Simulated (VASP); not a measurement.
# Sn (I4_1/amd) in VASP: a series of runs

Runs on Sn. Level: PBE. Tasks: single point, relaxation of shape and atoms at fixed volume.

Everything below comes from runs of VASP 6.6.1. Logs are shortened: lines on timing, memory, paths and dates and some standing lists are left out, and cuts for length are marked.

## (1) The cell of the first run

Symmetry: I4_1/amd, No. 141, tetragonal system. Conventional cell: a = 5.931 Å, b = 5.931 Å, c = 3.227 Å, α = 90.00°, β = 90.00°, γ = 90.00°. Within 4.0 Å of Sn (site symmetry -4m2) lie 10 Sn at 3.07 to 3.83 Å.

## (2) Single point, PBE

The input, INCAR:

```
PREC     = Accurate       # precision mode
ENCUT    = 520            # plane-wave cutoff, eV
EDIFF    = 1E-7           # SCF threshold, eV
ISMEAR   = -1             # smearing method
SIGMA    = 0.05           # smearing width, eV
LREAL    = F              # projectors in reciprocal space
LASPH    = T              # aspherical terms in the spheres
NELM     = 100            # most SCF steps
ALGO     = Normal         # electronic algorithm
ISIF     = 2              # what is computed and relaxed
LWAVE    = F              # write WAVECAR
LCHARG   = F              # write CHGCAR
GGA      = PE             # functional
NBANDS   = 21             # bands
```

The input, KPOINTS:

```
regular mesh
0
Gamma
  13 13 13
```

The input, POSCAR:

```
Sn
1.0
   -2.9655060673      2.9655060673      1.6137188966
    2.9655060673     -2.9655060673      1.6137188966
    2.9655060673      2.9655060673     -1.6137188966
Sn
2
Direct
   -0.3750000000     -0.1250000000     -0.2500000000
    0.3750000000      0.1250000000      0.2500000000
```

Potentials or basis: VASP PAW PBE potentials, release 64 (Sn_d).

On the command line:

```console
> cat potpaw_PBE.64/Sn_d/POTCAR > POTCAR
> mpirun -np 1 vasp_std > vasp.out
```

OUTCAR:

```text
PREC = Accurate
   ENCUT = 520
   EDIFF = 1E-7
   ISMEAR = -1
   LREAL = F
   LASPH = T
   NELM = 100
   ISIF = 2
   GGA = PE

 ion  position               nearest neighbor table
   1  0.625  0.875  0.750-   2 3.07   2 3.07   2 3.07   2 3.07
   2  0.375  0.125  0.250-   1 3.07   1 3.07   1 3.07   1 3.07

  LATTYP: Found a body centered tetragonal cell.
 ALAT       =     5.9310121346
 C/A-ratio  =     0.5441630737

  Lattice vectors:

 A1 = (  -2.9655060673,   2.9655060673,   1.6137188966)
 A2 = (   2.9655060673,  -2.9655060673,   1.6137188966)
 A3 = (   2.9655060673,   2.9655060673,  -1.6137188966)

Analysis of symmetry for initial positions (statically):
=====================================================================
 Subroutine PRICEL returns:
 Original cell was already a primitive cell.

 Routine SETGRP: Setting up the symmetry group for a
 body centered tetragonal supercell.

 Subroutine GETGRP returns: Found 16 space group operations
 (whereof  4 operations were pure point group operations)
 out of a pool of 16 trial point group operations.

The static configuration has the point symmetry C_2h.
 The point group associated with its full space group is D_4h.

Analysis of symmetry for dynamics (positions and initial velocities):
=====================================================================
 Subroutine PRICEL returns:
 Original cell was already a primitive cell.

 Routine SETGRP: Setting up the symmetry group for a
 body centered tetragonal supercell.

 Subroutine GETGRP returns: Found 16 space group operations
 (whereof  4 operations were pure point group operations)
 out of a pool of 16 trial point group operations.

The dynamic configuration has the point symmetry C_2h.
 The point group associated with its full space group is D_4h.

 Subroutine INISYM returns: Found 16 space group operations
 (whereof  4 operations are pure point group operations),
 and found     1 'primitive' translations

----------------------------------------------------------------------------------------

                                     Primitive cell

  volume of cell :      56.7656

  direct lattice vectors                    reciprocal lattice vectors
    -2.965506067  2.965506067  1.613718897     0.000000000  0.168605286  0.309843307
     2.965506067 -2.965506067  1.613718897     0.168605286  0.000000000  0.309843307
     2.965506067  2.965506067 -1.613718897     0.168605286  0.168605286  0.000000000

  length of vectors
     4.493611148  4.493611148  4.493611148     0.352747243  0.352747243  0.238443883

  position of ions in fractional coordinates (direct lattice)
     0.625000000  0.875000000  0.750000000
     0.375000000  0.125000000  0.250000000

  ion indices of the primitive-cell ions
   primitive index   ion index
                 1           1
                 2           2

----------------------------------------------------------------------------------------

 KPOINTS: regular mesh

Automatic generation of k-mesh.
 Grid dimensions read from file:
 generate k-points for:   13   13   13

 Generating k-lattice:

  Cartesian coordinates                     Fractional coordinates (reciprocal lattice)
     0.000000000  0.012969637  0.023834101     0.076923077  0.000000000  0.000000000
     0.012969637  0.000000000  0.023834101     0.000000000  0.076923077  0.000000000
     0.012969637  0.012969637  0.000000000     0.000000000  0.000000000  0.076923077

  Length of vectors
     0.027134403  0.027134403  0.018341837

  Shift w.r.t. Gamma in fractional coordinates (k-lattice)
     0.000000000  0.000000000  0.000000000

 Subroutine IBZKPT returns following result:
 ===========================================

 Found    196 irreducible k-points:

 Following reciprocal coordinates:
            Coordinates               Weight
  0.000000  0.000000  0.000000      1.000000
  0.076923 -0.000000  0.000000      8.000000
  0.153846  0.000000  0.000000      8.000000
  0.230769  0.000000  0.000000      8.000000
  0.307692  0.000000  0.000000      8.000000
  0.384615 -0.000000  0.000000      8.000000
[... 16 lines left out ...]
  0.384615  0.153846  0.000000     16.000000
  0.461538  0.153846  0.000000     16.000000
 [... further k-points ...]
   k-points           NKPTS =    196   k-points in BZ     NKDIM =    196   number of bands    NBANDS=     21
   number of dos      NEDOS =    301   number of ions     NIONS =      2
   total plane-waves  NPLWV =  46656
   dimension x,y,z NGX =    36 NGY =   36 NGZ =   36
   dimension x,y,z NGXF=    72 NGYF=   72 NGZF=   72
   ions per type =               2
   NGX,Y,Z   is equivalent  to a cutoff of  13.32, 13.32, 13.32 a.u.
   NGXF,Y,Z  is equivalent  to a cutoff of  26.64, 26.64, 26.64 a.u.
 SYSTEM =  unknown system
   PREC   = accura    normal or accurate (medium, high low for compatibility)
   ISTART =      0    job   : 0-new  1-cont  2-samecut
   ICHARG =      2    charge: 1-file 2-atom 10-const
[... 78 lines left out ...]
      4     -14.0331      2.00000
      5     -13.9231      2.00000
      6     -13.9220      2.00000
[... 13 lines left out ...]
     20      16.7861      0.00000
     21      16.9421      0.00000

 k-point     3 :       0.1538    0.0000    0.0000
  band No.  band energies     occupation
      1     -14.1532      2.00000
      2     -14.0566      2.00000
      3     -14.0395      2.00000
      4     -14.0038      2.00000
      5     -13.9395      2.00000
      6     -13.9293      2.00000
[... 13 lines left out ...]
     20      15.6093      0.00000
     21      15.8639      0.00000

 k-point     4 :       0.2308    0.0000    0.0000
  band No.  band energies     occupation
      1     -14.1386      2.00000
      2     -14.0254      2.00000
      3     -14.0246      2.00000
      4     -13.9832      2.00000
      5     -13.9589      2.00000
      6     -13.9256      2.00000
[... 13 lines left out ...]
     20      14.7071      0.00000
     21      15.7841      0.00000

 k-point     5 :       0.3077    0.0000    0.0000
  band No.  band energies     occupation
      1     -14.1232      2.00000
      2     -14.0140      2.00000
      3     -14.0068      2.00000
      4     -13.9915      2.00000
      5     -13.9729      2.00000
      6     -13.9392      2.00000
[... 13 lines left out ...]
     20      14.1156      0.00000
     21      16.3673      0.00000

 k-point     6 :       0.3846   -0.0000    0.0000
  band No.  band energies     occupation
      1     -14.1102      2.00000
      2     -14.0174      2.00000
      3     -14.0156      2.00000
      4     -13.9947      2.00000
      5     -13.9707      2.00000
      6     -13.9511      2.00000
[... 13 lines left out ...]
     20      14.8791      0.00000
     21      17.2154      0.00000

 k-point     7 :       0.4615   -0.0000    0.0000
  band No.  band energies     occupation
      1     -14.1014      2.00000
      2     -14.0351      2.00000
      3     -14.0215      2.00000
      4     -13.9894      2.00000
      5     -13.9628      2.00000
      6     -13.9579      2.00000
[... 13 lines left out ...]
     20      16.5009      0.00000
     21      17.1142      0.00000
[... 291 lines left out ...]
      1     -14.1333      2.00000
      2     -14.0178      2.00000
      3     -14.0093      2.00000
      4     -13.9703      2.00000
      5     -13.9592      2.00000
      6     -13.9504      2.00000
[... 13 lines left out ...]
     20      14.6516      0.00000
     21      14.9495      0.00000

 k-point    21 :       0.2308    0.1538    0.0000
  band No.  band energies     occupation
      1     -14.1225      2.00000
      2     -14.0195      2.00000
      3     -14.0042      2.00000
      4     -13.9810      2.00000
      5     -13.9667      2.00000
      6     -13.9605      2.00000
[... 13 lines left out ...]
     20      14.5195      0.00000
     21      15.5035      0.00000

 k-point    22 :       0.3077    0.1538    0.0000
  band No.  band energies     occupation
      1     -14.1132      2.00000
      2     -14.0294      2.00000
      3     -14.0041      2.00000
      4     -13.9897      2.00000
      5     -13.9695      2.00000
      6     -13.9542      2.00000
[... 13 lines left out ...]
     20      15.4831      0.00000
     21      16.4338      0.00000

 k-point    23 :       0.3846    0.1538    0.0000
  band No.  band energies     occupation
      1     -14.1033      2.00000
      2     -14.0364      2.00000
      3     -14.0162      2.00000
      4     -13.9803      2.00000
      5     -13.9708      2.00000
      6     -13.9442      2.00000
[... 13 lines left out ...]
     20      16.3263      0.00000
     21      16.6762      0.00000

 k-point    24 :       0.4615    0.1538    0.0000
  band No.  band energies     occupation
      1     -14.0963      2.00000
      2     -14.0369      2.00000
      3     -14.0164      2.00000
      4     -13.9813      2.00000
      5     -13.9654      2.00000
      6     -13.9414      2.00000
[... 13 lines left out ...]
     20      16.0456      0.00000
     21      16.5454      0.00000

 [... further k-points ...]

------------------------ aborting loop because EDIFF is reached ----------------------------------------

  FORCE on cell =-STRESS in cart. coord.  units (eV):
  Direction    XX          YY          ZZ          XY          YZ          ZX
  --------------------------------------------------------------------------------------
  -------------------------------------------------------------------------------------
  Total       -0.0160891     -0.0160891     -0.0242761      0.0000000     -0.0000000      0.0000000
  in kB       -0.4541052     -0.4541052     -0.6851799      0.0000000     -0.0000000      0.0000000
  external PRESSURE =      -0.5311301 kB  Pullay stress =       0.0000000 kB

 VOLUME and BASIS-vectors are now :
 -----------------------------------------------------------------------------
  energy-cutoff  :      520.00
  volume of cell :       56.77
      direct lattice vectors                 reciprocal lattice vectors
    -2.965506067  2.965506067  1.613718897     0.000000000  0.168605286  0.309843307
     2.965506067 -2.965506067  1.613718897     0.168605286  0.000000000  0.309843307
     2.965506067  2.965506067 -1.613718897     0.168605286  0.168605286  0.000000000

 POSITION                                       TOTAL-FORCE (eV/Angst)
 -----------------------------------------------------------------------------------
      2.96551      1.48275      1.21029         0.000000      0.000000     -0.000000
     -0.00000      1.48275      0.40343        -0.000000     -0.000000      0.000000
 -----------------------------------------------------------------------------------
    total drift:                               -0.000000     -0.000000      0.000000

  FREE ENERGIE OF THE ION-ELECTRON SYSTEM (eV)
  ---------------------------------------------------
  free  energy   TOTEN  =        -7.6176035501 eV

  energy  without entropy=       -7.6101795161  energy(sigma->0) =       -7.61389153
```

Run time: 2.7 min. Hardware: 1 thread of Intel Xeon Platinum 8375C at 2.90GHz (Ice Lake), shared host; peak memory 0.33 GiB.

What came out:

| Item | Value |
| --- | --- |
| Free energy | -7.6176 eV |
| Pressure | -0.1 GPa |
| Band gap on the k mesh | zero (bands 14 and 15 overlap by 3.96 eV) |

Caveat: spin-orbit coupling is left out, which moves the levels of the heavy elements.

## (3) Single point, PBE (28.38 Å³/atom)

The input, INCAR:

```
SYSTEM = Sn
PREC = Accurate
ENCUT = 520
EDIFF = 1E-6
ISMEAR = -1
SIGMA = 0.05
LREAL = .FALSE.
LASPH = .TRUE.
NELM = 100
ALGO = Normal
ISIF = 2
LWAVE = .FALSE.
LCHARG = .FALSE.
GGA = PE
NBANDS = 21
```

The input, KPOINTS:

```
Automatic mesh
0
G
  13 13 13
  0 0 0
```

POSCAR is that of step 2.

Potentials or basis: VASP PAW PBE potentials, release 64 (Sn_d).

On the command line:

```console
> cat potpaw_PBE.64/Sn_d/POTCAR > POTCAR
> mpirun -np 1 vasp_std > vasp.out
```

It took 2.2 min on 1 thread of Intel Xeon Platinum 8375C at 2.90GHz (Ice Lake), shared host; peak memory 0.33 GiB.

Results (log left out):

- Free energy: -7.6176 eV
- Pressure: -0.1 GPa
- Band gap on the k mesh: zero (bands 14 and 15 overlap by 3.96 eV)

Levels at points of the mesh, in eV from the Fermi level:
```csv
k point,band 12,band 13,band 14,band 15,band 16,band 17
"(0.00, 0.00, 0.00)",-3.73,-1.82,-1.82,3.08,6.03,6.03
```

Caveat: spin-orbit coupling is left out, which moves the levels of the heavy elements.

## (4) Relaxation of shape and atoms at fixed volume, PBE

This run uses another cell than the first one, of 12.20 Å³/atom.

The input, INCAR:

```
SYSTEM = Sn
  ALGO = Normal
  EDIFF = 1E-6
  EDIFFG = -0.005
  ENCUT = 600
  GGA = PE
  IBRION = 2
  ISIF = 4
  ISMEAR = -1
  LASPH = .TRUE.
  LCHARG = .FALSE.
  LREAL = .FALSE.
  LWAVE = .FALSE.
  NELM = 100
  NSW = 50
  PREC = Accurate
  SIGMA = 0.05
```

The input, KPOINTS:

```
k-points
0
G
  13 13 13
  0 0 0
```

The input, POSCAR:

```
Sn
1.0
   -2.2383172178      2.2383172178      1.2180095771
    2.2383172178     -2.2383172178      1.2180095771
    2.2383172178      2.2383172178     -1.2180095771
Sn
2
Direct
   -0.3750000000     -0.1250000000     -0.2500000000
    0.3750000000      0.1250000000      0.2500000000
```

On the command line:

```console
> cat potpaw_PBE.64/Sn_d/POTCAR > POTCAR
> mpirun -np 1 vasp_std > vasp.out
```

Wall time 3.3 min (1 thread of Intel Xeon Platinum 8375C at 2.90GHz (Ice Lake), shared host); peak memory 0.22 GiB.

Results (log left out):

```
Free energy               : 6.3178 eV
Energy gained by relaxing : 1.3 meV/atom
Ionic steps               : 4
Pressure after relaxing   : 309.5 GPa
Band gap on the k mesh    : zero (bands 14 and 15 overlap by 10.25 eV)
```

Step by step:
| step | energy change (eV) | largest force (eV/Å) | pressure (GPa) | volume (Å³) |
| --- | --- | --- | --- | --- |
| 1 | 0.0000 | 0.0000 | 309.44 | 24.41 |
| 2 | 0.0312 | 0.0000 | 309.87 | 24.41 |
| 3 | -0.0025 | 0.0000 | 309.52 | 24.41 |
| 4 | -0.0025 | 0.0000 | 309.50 | 24.41 |

Final structure:
```xyz
2
Lattice="-2.2430 2.2430 1.2129 2.2430 -2.2430 1.2129 2.2430 2.2430 -1.2129" Properties=species:S:1:pos:R:3 pbc="T T T"
Sn    2.2430    1.1215    0.9097
Sn    0.0000    1.1215    0.3032
```

Levels at points of the mesh, in eV from the Fermi level:
```csv
k point,band 11,band 12,band 13,band 14,band 15,band 16,band 17,band 18
"(0.00, 0.00, 0.00)",-20.78,-5.77,-5.77,-0.56,1.12,8.66,8.66,13.48
```

Caveat: spin-orbit coupling is left out, which moves the levels of the heavy elements.

## (5) Relaxation of shape and atoms at fixed volume, PBE

This run uses another cell than the first one, of 14.19 Å³/atom.

The input, INCAR:

```
SYSTEM = Sn
PREC     = Accurate       ! precision mode
ENCUT    = 600            ! plane-wave cutoff, eV
EDIFF    = 1E-7           ! SCF threshold, eV
ISMEAR   = -1             ! smearing method
SIGMA    = 0.05           ! smearing width, eV
LREAL    = .False.        ! projectors in reciprocal space
LASPH    = .True.         ! aspherical terms in the spheres
NELM     = 60             ! most SCF steps
ALGO     = Normal         ! electronic algorithm
ISIF     = 4              ! what is computed and relaxed
LWAVE    = .False.        ! write WAVECAR
LCHARG   = .False.        ! write CHGCAR
GGA      = PE             ! functional
IBRION   = 2              ! ionic algorithm
NSW      = 50             ! ionic steps
EDIFFG   = -0.005         ! ionic threshold
```

The input, KPOINTS:

```
regular mesh
0
Gamma
  13 13 13
  0 0 0
```

The input, POSCAR:

```
Sn
1.0
   -2.3537237254      2.3537237254      1.2808095370
    2.3537237254     -2.3537237254      1.2808095370
    2.3537237254      2.3537237254     -1.2808095370
Sn
2
Direct
   -0.3750000000     -0.1250000000     -0.2500000000
    0.3750000000      0.1250000000      0.2500000000
```

On the command line:

```console
> cat potpaw_PBE.64/Sn_d/POTCAR > POTCAR
> mpirun -np 1 vasp_std > vasp.out
```

Wall time 3.1 min (1 thread of Intel Xeon Platinum 8375C at 2.90GHz (Ice Lake), shared host); peak memory 0.23 GiB.

It converged, with:

| Quantity | Value |
| --- | --- |
| Free energy | 0.4483 eV |
| Energy gained by relaxing | 0.7 meV/atom |
| Ionic steps | 4 |
| Pressure after relaxing | 177.6 GPa |
| Band gap on the k mesh | zero (bands 14 and 15 overlap by 8.62 eV) |

The path:
```
step  energy change (eV)  largest force (eV/Å)  pressure (GPa)  volume (Å³)
   1              0.0000                0.0000          177.57        28.38
   2              0.0035                0.0000          177.72        28.38
   3             -0.0014                0.0000          177.61        28.38
   4             -0.0014                0.0000          177.61        28.38
```

Final structure:
```
Sn
1.0
    -2.35844    2.35844    1.27569
     2.35844   -2.35844    1.27569
     2.35844    2.35844   -1.27569
Sn
2
Direct
  0.62500 0.87500 0.75000
  0.37500 0.12500 0.25000
```

Levels at points of the mesh, in eV from the Fermi level:
```tsv
k point	band 11	band 12	band 13	band 14	band 15	band 16	band 17	band 18
(0.00, 0.00, 0.00)	-18.31	-4.78	-4.78	-1.37	1.51	8.68	8.68	12.39
```

Caveat: spin-orbit coupling is left out, which moves the levels of the heavy elements.

## (6) Overview

```tsv
task	cell	cutoff (eV)	gap on the mesh (eV)	pressure (GPa)
single point	a = 4.494 Å, angles 97.4, 97.4, 137.9°, 2 atoms	520	none	-0.1
relaxation of shape and atoms at fixed volume	relaxed from a = 3.392 Å, angles 97.4, 97.4, 137.9°, 2 atoms	600	none	309.5
relaxation of shape and atoms at fixed volume	relaxed from a = 3.567 Å, angles 97.4, 97.4, 137.9°, 2 atoms	600	none	177.6
```

Alike in all rows: level PBE; potentials or basis VASP PAW PBE potentials, release 64 (Sn_d); no spin polarisation; k mesh 13 × 13 × 13; smearing fermi-dirac 0.05 eV.

Caveats: spin-orbit coupling is left out, which moves the levels of the heavy elements.

Absolute energies hang on the potentials; compare differences alone.
